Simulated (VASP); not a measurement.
# TiAl (Pm-3m) in VASP: single point with PBE

Aim: the single point of TiAl with PBE.

Everything below comes from runs of VASP 6.6.1. Logs are shortened: lines on timing, memory, paths and dates and some standing lists are left out, and cuts for length are marked.

## (1) The cell of the first run

Symmetry: Pm-3m, No. 221, cubic system. The conventional cell has a = 3.186 Å, b = 3.186 Å, c = 3.186 Å, α = 90.00°, β = 90.00°, γ = 90.00°. Ti (site symmetry m-3m) has 8 Al at 2.76 Å and 6 Ti at 3.19 Å within 3.6 Å. Within 3.6 Å of Al (site symmetry m-3m) lie 8 Ti at 2.76 Å and 6 Al at 3.19 Å.

## (2) Single point, PBE

File INCAR:

```
SYSTEM = TiAl
PREC     = Accurate       ! precision mode
ENCUT    = 520            ! plane-wave cutoff, eV
EDIFF    = 1E-6           ! SCF threshold, eV
ISMEAR   = 0              ! smearing method
SIGMA    = 0.15           ! smearing width, eV
LREAL    = .False.        ! projectors in reciprocal space
LASPH    = .True.         ! aspherical terms in the spheres
NELM     = 100            ! most SCF steps
ALGO     = Fast           ! electronic algorithm
ISIF     = 2              ! what is computed and relaxed
LWAVE    = .False.        ! write WAVECAR
LCHARG   = .True.         ! write CHGCAR
GGA      = PE             ! functional
LELF     = .True.         ! ELF
LVHAR    = .True.       
NBANDS   = 32             ! bands
```

File KPOINTS:

```
Automatic mesh
0
Gamma
  14 14 5
  0 0 0
```

File POSCAR:

```
TiAl
1.0
    0.0000000000     -3.1860938973      0.0000000000
    0.0000000000      0.0000000000     -3.1860938973
    9.5582816920      0.0000000000      0.0000000000
Ti Al
3 3
Direct
    1.0000000000      1.0000000000      0.3333333333
    1.0000000000      1.0000000000      0.6666666667
    1.0000000000      1.0000000000      0.0000000000
    0.5000000000      0.5000000000      0.1666666667
    0.5000000000      0.5000000000      0.5000000000
    0.5000000000      0.5000000000      0.8333333333
```

Potentials or basis: VASP PAW PBE potentials, release 64 (Ti_sv, Al).

Started as:

```console
$ cat potpaw_PBE.64/Ti_sv/POTCAR potpaw_PBE.64/Al/POTCAR > POTCAR
$ mpirun -np 1 vasp_std > vasp.out
```

OUTCAR:

```text
SYSTEM = TiAl
   PREC = Accurate
   ENCUT = 520
   EDIFF = 1E-6
   ISMEAR = 0
   LREAL = .False.
   LASPH = .True.
   NELM = 100
   ISIF = 2
   GGA = PE

 ion  position               nearest neighbor table
   1  0.000  0.000  0.333-   4 2.76   4 2.76   4 2.76   4 2.76   5 2.76   5 2.76   5 2.76   5 2.76

   2  0.000  0.000  0.667-   6 2.76   6 2.76   6 2.76   6 2.76   5 2.76   5 2.76   5 2.76   5 2.76

   3  0.000  0.000  0.000-   4 2.76   6 2.76   4 2.76   6 2.76   4 2.76   6 2.76   4 2.76   6 2.76

   4  0.500  0.500  0.167-   1 2.76   1 2.76   1 2.76   1 2.76   3 2.76   3 2.76   3 2.76   3 2.76
                             5 3.19   6 3.19
   5  0.500  0.500  0.500-   1 2.76   2 2.76   1 2.76   2 2.76   1 2.76   2 2.76   1 2.76   2 2.76
                             4 3.19   6 3.19
   6  0.500  0.500  0.833-   2 2.76   2 2.76   2 2.76   2 2.76   3 2.76   3 2.76   3 2.76   3 2.76
                             5 3.19   4 3.19

  LATTYP: Found a simple tetragonal cell.
 ALAT       =     3.1860938973
 C/A-ratio  =     3.0000000000

  Lattice vectors:

 A1 = (   0.0000000000,  -3.1860938973,   0.0000000000)
 A2 = (   0.0000000000,   0.0000000000,  -3.1860938973)
 A3 = (   9.5582816920,   0.0000000000,   0.0000000000)

Analysis of symmetry for initial positions (statically):
=====================================================================
 Subroutine PRICEL returns following result:

  LATTYP: Found a simple cubic cell.
 ALAT       =     3.1860938973

  Lattice vectors:

 A1 = (   0.0000000000,  -3.1860938973,   0.0000000000)
 A2 = (   0.0000000000,   0.0000000000,  -3.1860938973)
 A3 = (   3.1860938970,   0.0000000000,   0.0000000000)

   3 primitive cells build up your supercell.

 Routine SETGRP: Setting up the symmetry group for a
 simple tetragonal supercell.

 Subroutine GETGRP returns: Found 16 space group operations
 (whereof 16 operations were pure point group operations)
 out of a pool of 16 trial point group operations.

The static configuration has the point symmetry D_4h.

Analysis of symmetry for dynamics (positions and initial velocities):
=====================================================================
 Subroutine PRICEL returns following result:

  LATTYP: Found a simple cubic cell.
 ALAT       =     3.1860938973

  Lattice vectors:

 A1 = (   0.0000000000,  -3.1860938973,   0.0000000000)
[... 108 lines left out ...]
   LSORBIT =      F    spin-orbit coupling
   LASPH  =      T    aspherical Exc in radial PAW
   ENCUT  =  520.0 eV  38.22 Ry    6.18 a.u.   5.92  5.92 17.77*2*pi/ulx,y,z
   NELM   =    100;   NELMIN=  2; NELMDL= -5     # of ELM steps
   EDIFF  = 0.1E-05   stopping-criterion for ELM
   LREAL  =      F    real-space projection
   EDIFFG = 0.1E-04   stopping-criterion for IOM
   NSW    =      0    number of steps for IOM
   IBRION =     -1    ionic relax: 0-MD 1-quasi-New 2-CG
   NFREE  =      0    steps in history (QN), initial steepest desc. (CG)
   ISIF   =      2    stress and relaxation
   ISYM   =      2    0-nonsym 1-usesym 2-fastsym
   POTIM  = 0.5000    time-step for ionic-motion
   TEBEG  =    0.0;   TEEND  =   0.0 temperature during run
   PSTRESS=    0.0 pullay stress
   NELECT =      45.0000    total number of electrons
   NUPDOWN=      -1.0000    fix difference up-down
   EMIN   =  10.00;   EMAX   =-10.00  energy-range for DOS
   EFERMI =   0.00;   METHOD = LEGACY
   ISMEAR =     0;   SIGMA  =   0.15  broadening in eV -4-tet -1-fermi 0-gaus
   EFERMI_NEDOS =   21; number of points for ismear=-14 and -15
   IALGO  =     68    algorithm
   IMIX   =      4    mixing-type and parameters
     AMIX     =   0.40;   BMIX     =  1.00
     AMIX_MAG =   1.60;   BMIX_MAG =  1.00
  volume/ion in A,a.u.               =      16.17       109.13
  Fermi-wavevector in a.u.,A,eV,Ry     =   1.267204  2.394669 21.848331  1.605807
  Thomas-Fermi vector in A             =   2.400365
   LORBIT       =      0    0 simple, 1 ext, 2 COOP (PROOUT), +10 PAW based schemes
   GGA     = PE    functional components
   LHFCALC =     F    Hartree Fock is set to
   AEXX    =    0.0000 exact exchange contribution
   IVDW    =     0    specifies the selected vdW correction
   LEPSILON=     F    determine dielectric tensor
   LRPA    =     F    only Hartree local field effects (RPA)
 non-spin polarized calculation
 RMM-DIIS sequential band-by-band and
 Gauss-broadening in eV      SIGMA  =   0.15
  energy-cutoff  :      520.00
  volume of cell :       97.03
 maximum number of plane-waves:      2652
 NGX is ok and might be reduce to    24
   NGX = 11   NGY = 11   NGZ = 35

 number of electron      44.9999983 magnetization

 Free energy of the ion-electron system (eV)
  ---------------------------------------------------
  ext. energy  EPLUGINS =         0.00000000
  ---------------------------------------------------
  free energy    TOTEN  =       -36.36972726 eV

  energy without entropy =      -36.28851829  energy(sigma->0) =      -36.32912277

 E-fermi :   8.7141     XC(G=0): -11.0582

 val. band max:        8.7125252924   @ k =   0.4286   0.2143   0.4000
 cond. band min:       8.7146034388   @ k =   0.4286   0.0714   0.2000
 fundamental gap:      0.0020781464
 Fermi energy:         8.7141345597

 k-point     1 :       0.0000    0.0000    0.0000
  band No.  band energies     occupation
      1     -48.2044      2.00000
      2     -48.1936      2.00000
      3     -48.1936      2.00000
      4     -24.5316      2.00000
      5     -24.5316      2.00000
      6     -24.4064      2.00000
[... 829 lines left out ...]
     31      11.5884      0.00000
     32      12.8483      0.00000

 [... further k-points ...]
[... 5 lines left out ...]
  --------------------------------------------------------------------------------------
  -------------------------------------------------------------------------------------
  Total        0.0354471      0.0280866      0.0280866     -0.0000000      0.0000000      0.0000000
  in kB        0.5853220      0.4637802      0.4637802     -0.0000000      0.0000000      0.0000000
  external PRESSURE =       0.5042941 kB  Pullay stress =       0.0000000 kB

 VOLUME and BASIS-vectors are now :
 -----------------------------------------------------------------------------
  energy-cutoff  :      520.00
  volume of cell :       97.03
      direct lattice vectors                 reciprocal lattice vectors
     0.000000000 -3.186093897  0.000000000     0.000000000 -0.313863945  0.000000000
     0.000000000  0.000000000 -3.186093897     0.000000000  0.000000000 -0.313863945
     9.558281692  0.000000000  0.000000000     0.104621315  0.000000000  0.000000000

 POSITION                                       TOTAL-FORCE (eV/Angst)
 -----------------------------------------------------------------------------------
      3.18609      0.00000      0.00000         0.000000     -0.000000     -0.000000
      6.37219      0.00000      0.00000        -0.000000      0.000000     -0.000000
      0.00000      0.00000      0.00000         0.000000      0.000000     -0.000000
      1.59305     -1.59305     -1.59305         0.000000      0.000000     -0.000000
      4.77914     -1.59305     -1.59305         0.000000     -0.000000      0.000000
      7.96523     -1.59305     -1.59305         0.000000     -0.000000      0.000000
 -----------------------------------------------------------------------------------
    total drift:                                0.000000      0.000000     -0.000000

  FREE ENERGIE OF THE ION-ELECTRON SYSTEM (eV)
  ---------------------------------------------------
  free  energy   TOTEN  =       -36.3697272599 eV

  energy  without entropy=      -36.2885182895  energy(sigma->0) =      -36.32912277
```

stdout:

```text
POSCAR found type information on POSCAR TiAl
 POSCAR found :  2 types and       6 ions
 scaLAPACK will be used
 LDA part: xc-table for (Slater+PW92), standard interpolation
 POSCAR, INCAR and KPOINTS ok, starting setup
 FFT: planning ... GRIDC
 FFT: planning ... GRID_SOFT
 FFT: planning ... GRID
 WAVECAR not read
 entering main loop
WARNING in EDDRMM: call to ZHEGV failed, returncode =   6  3     16
WARNING in EDDRMM: call to ZHEGV failed, returncode =   8  4     19
WARNING in EDDRMM: call to ZHEGV failed, returncode =   6  3     24
WARNING in EDDRMM: call to ZHEGV failed, returncode =   8  4      9
WARNING in EDDRMM: call to ZHEGV failed, returncode =   8  4     22
WARNING in EDDRMM: call to ZHEGV failed, returncode =   8  4      4
WARNING in EDDRMM: call to ZHEGV failed, returncode =   6  3     11
WARNING in EDDRMM: call to ZHEGV failed, returncode =   8  4     16
WARNING in EDDRMM: call to ZHEGV failed, returncode =   6  3     10
WARNING in EDDRMM: call to ZHEGV failed, returncode =   8  4      4
[... 13 lines left out ...]
WARNING in EDDRMM: call to ZHEGV failed, returncode =   6  3     22
WARNING in EDDRMM: call to ZHEGV failed, returncode =   8  4     10
WARNING in EDDRMM: call to ZHEGV failed, returncode =   6  3      9
WARNING in EDDRMM: call to ZHEGV failed, returncode =   6  3     12
WARNING in EDDRMM: call to ZHEGV failed, returncode =   8  4      8
WARNING in EDDRMM: call to ZHEGV failed, returncode =   8  4     14
WARNING in EDDRMM: call to ZHEGV failed, returncode =   8  4      8
WARNING in EDDRMM: call to ZHEGV failed, returncode =   8  4     11
WARNING in EDDRMM: call to ZHEGV failed, returncode =   6  3     17
WARNING in EDDRMM: call to ZHEGV failed, returncode =   6  3     21
```

Wall time 23 min (1 thread of AMD EPYC 7R13, shared host); peak memory 0.36 GiB.

What came out:

```yaml
Free_energy: -36.3697 eV
Pressure: 0.1 GPa
```

Levels at points of the mesh, in eV from the Fermi level:
```tsv
k point	band 19	band 20	band 21	band 22	band 23	band 24	band 25	band 26
(0.00, 0.00, 0.00)	-1.43	-0.81	-0.81	0.43	0.43	0.43	0.43	1.78
(0.50, 0.00, 0.00)	-1.52	-1.52	-0.55	-0.53	-0.53	0.14	0.14	0.55
(0.50, 0.50, 0.00)	-2.88	-2.11	-2.11	-1.47	0.70	0.70	0.77	0.77
```
